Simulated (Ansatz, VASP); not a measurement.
## BiOs2: VASP beside Ansatz

```
Bi Os
1.0
     3.80379    0.00000    0.00000
     0.00000    3.80379    0.00000
     0.00000    0.00000    7.94563
Bi Os
2 4
Direct
  0.00000 0.50000 0.63305
  0.50000 0.00000 0.36695
  0.00000 0.00000 0.00000
  0.50000 0.50000 0.00000
  0.00000 0.50000 0.22936
  0.50000 0.00000 0.77064
```

Alike in both runs: functional PBE; k mesh 4 × 4 × 4; occupations gaussian, width 0.1 eV; no spin polarisation.

Ansatz relaxed the structure, and its values are those at the end. VASP's run is a single point on that final structure, the one shown.

|  | VASP | Ansatz |
| --- | --- | --- |
| version | VASP 6.6.1 | Ansatz 0.2.0 |
| potentials or method | VASP PAW PBE potentials, release 64 (Bi_d, Os), cutoff 520 eV | scalar-relativistic, plane waves, PAW |
| valence electrons in the cell | 62 | 94 |

Ansatz gave:

* gap on the k mesh at the Fermi level (eV): none
* pressure (GPa): -0.1
* rms of the force components (eV/Å): 0.004

**Question.** Which values does VASP return?

**Answer.** gap on the k mesh at the Fermi level (eV): none; pressure (GPa): -0.2; rms of the force components (eV/Å): 0.006.

A gap of «none» marks a metal or a gap that the smearing closes. VASP's potentials hold 62 valence electrons a cell and Ansatz's 94, so a difference there can come from the potentials and not from the codes.

The k mesh is coarse, so the values compare programs but aren't converged. Neither program's run includes spin-orbit coupling.
